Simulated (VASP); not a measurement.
Sn: single point with PBE

Sn:

```
Sn
1.0
     0.00000    3.32890    3.32890
     3.32890    0.00000    3.32890
     3.32890    3.32890    0.00000
Sn
2
Cartesian
  3.3289 3.3289 3.3289
  4.9934 4.9934 4.9934
```

```
Program                : VASP 6.6.1
Task                   : single point
Functional             : PBE
Potentials or basis    : VASP PAW PBE potentials, release 64 (Sn_d)
Cutoff                 : 520 eV
k mesh                 : 8 × 8 × 8
Occupations            : methfessel-paxton, width 0.3 eV
Spin                   : no spin polarisation
Dipole correction      : no
Further INCAR settings : ALGO = Normal; EDIFF = 1e-06; NBANDS = 21
```

| Item | Value |
| --- | --- |
| Pressure | 0.0 GPa |
| Band gap on the k mesh | zero (band 14 reaches 4.95 eV, above the bottom of band 15 at 4.71 eV) |

Levels at points of the mesh, in eV from the Fermi level:
| k point | band 11 | band 12 | band 13 | band 14 | band 15 | band 16 | band 17 | band 18 |
| --- | --- | --- | --- | --- | --- | --- | --- | --- |
| (0.00, 0.00, 0.00) | -10.04 | -1.09 | 0.16 | 0.16 | 0.16 | 2.22 | 2.22 | 2.22 |
| (0.50, 0.00, 0.00) | -8.57 | -5.96 | -0.94 | -0.94 | -0.08 | 3.26 | 3.26 | 5.76 |
| (0.50, 0.50, 0.00) | -7.20 | -7.20 | -2.15 | -2.15 | 0.97 | 0.97 | 7.31 | 7.31 |

It took 64 s on 1 thread of AMD EPYC 7R13 (shared host), peak memory 0.18 GiB.

Caveat: spin-orbit coupling is left out, which moves the levels of the heavy elements.
